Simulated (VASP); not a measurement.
Set up this calculation in VASP 6.6.1, as the native input.

```
Task                   : single point
Functional             : PBE
Potentials or basis    : VASP PAW PBE potentials, release 64 (Si)
Cutoff                 : 520 eV
k mesh                 : 10 × 10 × 10
Occupations            : fermi-dirac, width 0.05 eV
Spin                   : no spin polarisation
Dipole correction      : no
Further INCAR settings : ALGO = Normal; EDIFF = 1e-06; NBANDS = 8
```

The structure of Si lies in POSCAR:

```
Si
1.0
    2.5505542988      0.0000000000      0.0000000000
    0.0000000000      2.5505542988      0.0000000000
    0.0000000000      0.0000000000      2.5505542988
Si
1
Direct
    0.0000000000      0.0000000000      0.0000000000
```

One way to write it, as run:

INCAR

```
SYSTEM = Si
PREC     = Accurate       ! precision mode
ENCUT    = 520            ! plane-wave cutoff, eV
EDIFF    = 1E-6           ! SCF threshold, eV
ISMEAR   = -1             ! smearing method
SIGMA    = 0.05           ! smearing width, eV
LREAL    = .False.        ! projectors in reciprocal space
LASPH    = .True.         ! aspherical terms in the spheres
NELM     = 60             ! most SCF steps
ALGO     = Normal         ! electronic algorithm
ISIF     = 2              ! what is computed and relaxed
LWAVE    = .False.        ! write WAVECAR
LCHARG   = .False.        ! write CHGCAR
GGA      = PE             ! functional
NBANDS   = 8              ! bands
```

KPOINTS

```
regular mesh
0
Gamma
  10 10 10
  0 0 0
```

Potentials or basis: VASP PAW PBE potentials, release 64 (Si).

The run is started by

```sh
$ cat potpaw_PBE.64/Si/POTCAR > POTCAR
$ mpirun -np 1 vasp_std > vasp.out
```

It gave:

```
Pressure               : -1.9 GPa
Band gap on the k mesh : zero (band 2 reaches 15.41 eV, above the bottom of band 3 at 5.17 eV)
```

It took 3.3 s on 1 thread of Intel(R) Xeon(R) Platinum 8488C (Sapphire Rapids), with other jobs on the host, peak memory 0.11 GiB.
